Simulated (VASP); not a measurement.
# Mg3SnO (Pm-3m) in VASP: a series of runs

Aim: see how the results for Mg3SnO move with the level of theory and the settings. Levels: PBEsol, PBE, r2SCAN. Tasks: single point.

Everything below comes from runs of VASP 6.6.1. Logs are shortened: lines on timing, memory, paths and dates and some standing lists are left out, and cuts for length are marked.

## Step 1: The cell of the first run

The structure is cubic, space group Pm-3m (No. 221). The conventional cell has a = 4.347 Å, b = 4.347 Å, c = 4.347 Å, α = 90.00°, β = 90.00°, γ = 90.00°. Within 4.0 Å of Sn (site symmetry m-3m) lie 12 Mg at 3.07 Å and 8 O at 3.76 Å. Within 2.9 Å of O (site symmetry m-3m) lie 6 Mg at 2.17 Å. Within 2.9 Å of Mg (site symmetry 4/mmm) lie 2 O at 2.17 Å.

## Step 2: Single point, PBEsol

Input file INCAR:

```
SYSTEM = Mg3SnO
  PREC = Accurate
  ENCUT = 520
  EDIFF = 1E-6
  ISMEAR = -1
  SIGMA = 0.02
  LREAL = .FALSE.
  LASPH = .TRUE.
  NELM = 60
  ALGO = Normal
  ISIF = 2
  LWAVE = .FALSE.
  LCHARG = .TRUE.
  GGA = PS
  LELF = .TRUE.
  LVHAR = .TRUE.
  NBANDS = 21
```

Input file KPOINTS:

```
regular mesh
0
G
  6 6 6
  0 0 0
```

Input file POSCAR:

```
Mg3SnO
1.0
    4.3467650671      0.0000000000      0.0000000000
    0.0000000000      4.3467650671      0.0000000000
    0.0000000000      0.0000000000      4.3467650671
Sn O Mg
1 1 3
Direct
    0.0000000000      0.0000000000      0.0000000000
    0.5000000000      0.5000000000      0.5000000000
    0.5000000000      0.5000000000      0.0000000000
    0.5000000000      0.0000000000      0.5000000000
    0.0000000000      0.5000000000      0.5000000000
```

Potentials or basis: VASP PAW PBE potentials, release 64 (Sn_d, O, Mg).

Command:

```bash
$ cat potpaw_PBE.64/Sn_d/POTCAR potpaw_PBE.64/O/POTCAR potpaw_PBE.64/Mg/POTCAR > POTCAR
$ mpirun -np 1 vasp_std > vasp.out
```

OUTCAR:

```text
SYSTEM = Mg3SnO
   PREC = Accurate
   ENCUT = 520
   EDIFF = 1E-6
   ISMEAR = -1
   LREAL = .FALSE.
   LASPH = .TRUE.
   NELM = 60
   ISIF = 2
   GGA = PS

 ion  position               nearest neighbor table
   1  0.000  0.000  0.000-   3 3.07   4 3.07   5 3.07   4 3.07   5 3.07   3 3.07   5 3.07   5 3.07
                             3 3.07   4 3.07   4 3.07   3 3.07
   2  0.500  0.500  0.500-   3 2.17   4 2.17   5 2.17   3 2.17   4 2.17   5 2.17
   3  0.500  0.500  0.000-   2 2.17   2 2.17   4 3.07   5 3.07   1 3.07   4 3.07   5 3.07   1 3.07
                             4 3.07   4 3.07   1 3.07   5 3.07   5 3.07   1 3.07
   4  0.500  0.000  0.500-   2 2.17   2 2.17   3 3.07   5 3.07   1 3.07   3 3.07   1 3.07   3 3.07
                             5 3.07   3 3.07   1 3.07   5 3.07   1 3.07   5 3.07
   5  0.000  0.500  0.500-   2 2.17   2 2.17   3 3.07   4 3.07   1 3.07   3 3.07   1 3.07   4 3.07
                             1 3.07   1 3.07   3 3.07   4 3.07   3 3.07   4 3.07

  LATTYP: Found a simple cubic cell.
 ALAT       =     4.3467650671

  Lattice vectors:

 A1 = (   4.3467650671,   0.0000000000,   0.0000000000)
 A2 = (   0.0000000000,   4.3467650671,   0.0000000000)
 A3 = (   0.0000000000,   0.0000000000,   4.3467650671)

Analysis of symmetry for initial positions (statically):
=====================================================================
 Subroutine PRICEL returns:
 Original cell was already a primitive cell.

 Routine SETGRP: Setting up the symmetry group for a
 simple cubic supercell.

 Subroutine GETGRP returns: Found 48 space group operations
 (whereof 48 operations were pure point group operations)
 out of a pool of 48 trial point group operations.

The static configuration has the point symmetry O_h .

Analysis of symmetry for dynamics (positions and initial velocities):
=====================================================================
 Subroutine PRICEL returns:
 Original cell was already a primitive cell.

 Routine SETGRP: Setting up the symmetry group for a
 simple cubic supercell.

 Subroutine GETGRP returns: Found 48 space group operations
 (whereof 48 operations were pure point group operations)
 out of a pool of 48 trial point group operations.

The dynamic configuration has the point symmetry O_h .

 Subroutine INISYM returns: Found 48 space group operations
[... 94 lines left out ...]
   LSORBIT =      F    spin-orbit coupling
   LASPH  =      T    aspherical Exc in radial PAW
   ENCUT  =  520.0 eV  38.22 Ry    6.18 a.u.   8.08  8.08  8.08*2*pi/ulx,y,z
   NELM   =     60;   NELMIN=  2; NELMDL= -5     # of ELM steps
   EDIFF  = 0.1E-05   stopping-criterion for ELM
   LREAL  =      F    real-space projection
   EDIFFG = 0.1E-04   stopping-criterion for IOM
   NSW    =      0    number of steps for IOM
   IBRION =     -1    ionic relax: 0-MD 1-quasi-New 2-CG
   NFREE  =      0    steps in history (QN), initial steepest desc. (CG)
   ISIF   =      2    stress and relaxation
   ISYM   =      2    0-nonsym 1-usesym 2-fastsym
   POTIM  = 0.5000    time-step for ionic-motion
   TEBEG  =    0.0;   TEEND  =   0.0 temperature during run
   PSTRESS=    0.0 pullay stress
   NELECT =      26.0000    total number of electrons
   NUPDOWN=      -1.0000    fix difference up-down
   EMIN   =  10.00;   EMAX   =-10.00  energy-range for DOS
   EFERMI =   0.00;   METHOD = LEGACY
   ISMEAR =    -1;   SIGMA  =   0.02  broadening in eV -4-tet -1-fermi 0-gaus
   EFERMI_NEDOS =   21; number of points for ismear=-14 and -15
   IALGO  =     38    algorithm
   IMIX   =      4    mixing-type and parameters
     AMIX     =   0.40;   BMIX     =  1.00
     AMIX_MAG =   1.60;   BMIX_MAG =  1.00
  volume/ion in A,a.u.               =      16.43       110.85
  Fermi-wavevector in a.u.,A,eV,Ry     =   1.115749  2.108460 16.937831  1.244895
  Thomas-Fermi vector in A             =   2.252356
   LORBIT       =      0    0 simple, 1 ext, 2 COOP (PROOUT), +10 PAW based schemes
   GGA     = PS    functional components
   LHFCALC =     F    Hartree Fock is set to
   AEXX    =    0.0000 exact exchange contribution
   IVDW    =     0    specifies the selected vdW correction
   LEPSILON=     F    determine dielectric tensor
   LRPA    =     F    only Hartree local field effects (RPA)
 non-spin polarized calculation
  energy-cutoff  :      520.00
  volume of cell :       82.13
 maximum number of plane-waves:      2272
   NGX = 17   NGY = 17   NGZ = 17

 number of electron      25.9999991 magnetization

 Free energy of the ion-electron system (eV)
  ---------------------------------------------------
  ext. energy  EPLUGINS =         0.00000000
  ---------------------------------------------------
  free energy    TOTEN  =       -20.09953213 eV

  energy without entropy =      -20.09798752  energy(sigma->0) =      -20.09875983

 E-fermi :   6.1835     XC(G=0): -10.1448

 val. band max:        5.9866663429   @ k =   0.3333   0.3333   0.0000
 cond. band min:       6.1835200975   @ k =   0.5000   0.3333   0.0000
 fundamental gap:      0.1968537546
 Fermi energy:         6.1835134074

 k-point     1 :       0.0000    0.0000    0.0000
  band No.  band energies     occupation
      1     -14.5786      2.00000
      2     -14.5786      2.00000
      3     -14.5781      2.00000
      4     -14.5781      2.00000
      5     -14.5781      2.00000
      6     -13.5580      2.00000
[... 469 lines left out ...]
     20      16.2845      0.00000
     21      17.3971      0.00000

------------------------ aborting loop because EDIFF is reached ----------------------------------------

  FORCE on cell =-STRESS in cart. coord.  units (eV):
  Direction    XX          YY          ZZ          XY          YZ          ZX
  --------------------------------------------------------------------------------------
  -------------------------------------------------------------------------------------
  Total       -0.1535981     -0.1535981     -0.1535981     -0.0000000      0.0000000      0.0000000
  in kB       -2.9963879     -2.9963879     -2.9963879     -0.0000000      0.0000000      0.0000000
  external PRESSURE =      -2.9963879 kB  Pullay stress =       0.0000000 kB

 VOLUME and BASIS-vectors are now :
 -----------------------------------------------------------------------------
  energy-cutoff  :      520.00
  volume of cell :       82.13
      direct lattice vectors                 reciprocal lattice vectors
     4.346765067  0.000000000  0.000000000     0.230056142  0.000000000  0.000000000
     0.000000000  4.346765067  0.000000000     0.000000000  0.230056142  0.000000000
     0.000000000  0.000000000  4.346765067     0.000000000  0.000000000  0.230056142

 POSITION                                       TOTAL-FORCE (eV/Angst)
 -----------------------------------------------------------------------------------
      0.00000      0.00000      0.00000         0.000000      0.000000      0.000000
      2.17338      2.17338      2.17338         0.000000      0.000000      0.000000
      2.17338      2.17338      0.00000         0.000000      0.000000      0.000000
      2.17338      0.00000      2.17338         0.000000      0.000000      0.000000
      0.00000      2.17338      2.17338         0.000000      0.000000      0.000000
 -----------------------------------------------------------------------------------
    total drift:                                0.000000      0.000000     -0.000000

  FREE ENERGIE OF THE ION-ELECTRON SYSTEM (eV)
  ---------------------------------------------------
  free  energy   TOTEN  =       -20.0995321349 eV

  energy  without entropy=      -20.0979875152  energy(sigma->0) =      -20.09875983
```

stdout:

```text
POSCAR found type information on POSCAR SnO Mg
 POSCAR found :  3 types and       5 ions
 scaLAPACK will be used
 -----------------------------------------------------------------------------
|                                                                             |
|                                                                             |
|     You enforced a specific xc type in the INCAR file but a different       |
|     I HOPE YOU KNOW WHAT YOU ARE DOING!                                     |
|                                                                             |
 -----------------------------------------------------------------------------

 LDA part: xc-table for (Slater+PW92), standard interpolation
 POSCAR, INCAR and KPOINTS ok, starting setup
 FFT: planning ... GRIDC
 FFT: planning ... GRID_SOFT
 FFT: planning ... GRID
 WAVECAR not read
 entering main loop
```

Run time: 24 s. Hardware: 1 thread of Intel Xeon 8259CL, shared host; peak memory 0.2 GiB.

Results:

```
Free energy            : -20.0995 eV
Pressure               : -0.3 GPa
Band gap on the k mesh : zero (bands 13 and 14 overlap by 0.33 eV)
```

Levels at points of the mesh, in eV from the Fermi level:
```csv
k point,band 11,band 12,band 13,band 14,band 15,band 16
"(0.00, 0.00, 0.00)",-0.51,-0.51,-0.51,0.45,0.45,1.63
"(0.50, 0.00, 0.00)",-5.04,-0.71,-0.71,1.68,2.98,3.23
"(0.50, 0.50, 0.00)",-2.72,-2.72,-0.76,0.40,2.49,2.81
"(0.50, 0.50, 0.50)",-3.62,-3.62,-3.62,1.44,1.44,1.44
```

Caveat: semilocal functionals underestimate gaps, and a narrow one can read as zero; the PAW data sets were made with another functional, which shifts forces and pressure a little; spin-orbit coupling is left out, which moves the levels of the heavy elements.

## Step 3: Single point, PBE

This run uses another cell than the first one, of 16.91 Å³/atom.

Input file INCAR:

```
SYSTEM = Mg3SnO
PREC     = Accurate       ! precision mode
ENCUT    = 520            ! plane-wave cutoff, eV
EDIFF    = 1E-6           ! SCF threshold, eV
ISMEAR   = -1             ! smearing method
SIGMA    = 0.02           ! smearing width, eV
LREAL    = .FALSE.        ! projectors in reciprocal space
LASPH    = .TRUE.         ! aspherical terms in the spheres
NELM     = 80             ! most SCF steps
ALGO     = Normal         ! electronic algorithm
ISIF     = 2              ! what is computed and relaxed
LWAVE    = .FALSE.        ! write WAVECAR
LCHARG   = .TRUE.         ! write CHGCAR
GGA      = PE             ! functional
LELF     = .TRUE.         ! ELF
LVHAR    = .TRUE.       
NBANDS   = 21             ! bands
```

Input file KPOINTS:

```
Automatic mesh
0
G
  6 6 6
  0 0 0
```

POSCAR: that of step 2 with these lines changed.

```diff
@@ -2,5 +2,5 @@
 1.0
-    4.3467650671      0.0000000000      0.0000000000
-    0.0000000000      4.3467650671      0.0000000000
-    0.0000000000      0.0000000000      4.3467650671
+    4.3888062297      0.0000000000      0.0000000000
+    0.0000000000      4.3888062297      0.0000000000
+    0.0000000000      0.0000000000      4.3888062297
 Sn O Mg
```

Potentials or basis: VASP PAW PBE potentials, release 64 (Sn_d, O, Mg).

Command:

```bash
$ cat potpaw_PBE.64/Sn_d/POTCAR potpaw_PBE.64/O/POTCAR potpaw_PBE.64/Mg/POTCAR > POTCAR
$ mpirun -np 1 vasp_std > vasp.out
```

Wall time 41 s (1 thread of Intel Xeon 8259CL, shared host); peak memory 0.22 GiB.

It converged, with:

- Free energy: -18.5076 eV
- Pressure: -0.3 GPa
- Band gap on the k mesh: zero (bands 13 and 14 overlap by 0.40 eV)

Levels at points of the mesh, in eV from the Fermi level:
| k point | band 11 | band 12 | band 13 | band 14 | band 15 | band 16 |
| --- | --- | --- | --- | --- | --- | --- |
| (0.00, 0.00, 0.00) | -0.52 | -0.52 | -0.52 | 0.41 | 0.41 | 1.42 |
| (0.50, 0.00, 0.00) | -4.98 | -0.69 | -0.69 | 1.66 | 2.80 | 3.09 |
| (0.50, 0.50, 0.00) | -2.67 | -2.67 | -0.83 | 0.39 | 2.40 | 2.79 |
| (0.50, 0.50, 0.50) | -3.54 | -3.54 | -3.54 | 1.34 | 1.34 | 1.34 |

Caveat: semilocal functionals underestimate gaps, and a narrow one can read as zero; spin-orbit coupling is left out, which moves the levels of the heavy elements.

## Step 4: Single point, r2SCAN

POSCAR: that of step 3 with these lines changed.

```diff
@@ -2,5 +2,5 @@
 1.0
-    4.3888062297      0.0000000000      0.0000000000
-    0.0000000000      4.3888062297      0.0000000000
-    0.0000000000      0.0000000000      4.3888062297
+    4.3451367225      0.0000000000      0.0000000000
+    0.0000000000      4.3451367225      0.0000000000
+    0.0000000000      0.0000000000      4.3451367225
 Sn O Mg
```

Input file INCAR.step1:

```
PREC = Accurate
ENCUT = 520
ISMEAR = -1
SIGMA = 0.02
LREAL = False
LASPH = True
NELM = 100
NBANDS = 21
GGA = PE
ALGO = Normal
EDIFF = 1E-4
LWAVE = True
LCHARG = False
```

Input file INCAR.step2:

```
PREC = Accurate
ENCUT = 520
EDIFF = 1E-6
ISMEAR = -1
SIGMA = 0.02
LREAL = False
LASPH = True
NELM = 100
ALGO = Normal
ISIF = 2
LWAVE = False
LCHARG = False
METAGGA = R2SCAN
LMIXTAU = True
NBANDS = 21
ISTART = 1
```

Input file KPOINTS:

```
Automatic mesh
0
Gamma
  6 6 6
```

Command:

```bash
$ cat potpaw_PBE.64/Sn_d/POTCAR potpaw_PBE.64/O/POTCAR potpaw_PBE.64/Mg/POTCAR > POTCAR
$ cp INCAR.step1 INCAR
$ mpirun -np 1 vasp_std > vasp.out
$ cp INCAR.step2 INCAR
$ mpirun -np 1 vasp_std > vasp.out
```

It took 71 s on 1 thread of Intel Xeon 8259CL, shared host; peak memory 0.21 GiB.

It converged, with:

```
Free energy            : -48.9367 eV
Pressure               : -0.5 GPa
Band gap on the k mesh : zero (bands 13 and 14 overlap by 0.01 eV)
```

Levels at points of the mesh, in eV from the Fermi level:
```csv
k point,band 10,band 11,band 12,band 13,band 14,band 15,band 16,band 17
"(0.00, 0.00, 0.00)",-6.28,-0.56,-0.56,-0.56,0.68,0.68,2.33,6.29
"(0.50, 0.00, 0.00)",-5.48,-5.22,-0.73,-0.73,1.82,3.54,3.92,4.12
"(0.50, 0.50, 0.00)",-6.03,-2.94,-2.94,-0.44,0.38,2.88,3.18,3.18
"(0.50, 0.50, 0.50)",-6.68,-3.84,-3.84,-3.84,1.73,1.73,1.73,4.05
```

Caveat: semilocal functionals underestimate gaps, and a narrow one can read as zero; the PAW data sets were made with another functional, which shifts forces and pressure a little; spin-orbit coupling is left out, which moves the levels of the heavy elements.

## Step 5: The runs side by side

```tsv
level	cell	gap on the mesh (eV)	pressure (GPa)
PBEsol	a = 4.347 Å, 5 atoms	none	-0.3
PBE	a = 4.389 Å, 5 atoms	none	-0.3
r2SCAN	a = 4.345 Å, 5 atoms	none	-0.5
```

Alike in all rows: task single point; potentials or basis VASP PAW PBE potentials, release 64 (Sn_d, O, Mg); no spin polarisation; k mesh 6 × 6 × 6; cutoff (eV) 520; smearing fermi-dirac 0.02 eV.

Caveats: semilocal functionals underestimate gaps, and a narrow one can read as zero; spin-orbit coupling is left out, which moves the levels of the heavy elements; the PAW data sets were made with another functional, which shifts forces and pressure a little (at least some runs).

Total energies depend on the potentials used, so only differences within one code and one set of settings carry meaning.

The gap in the log of VASP goes by the Fermi energy; the results here count the filled bands.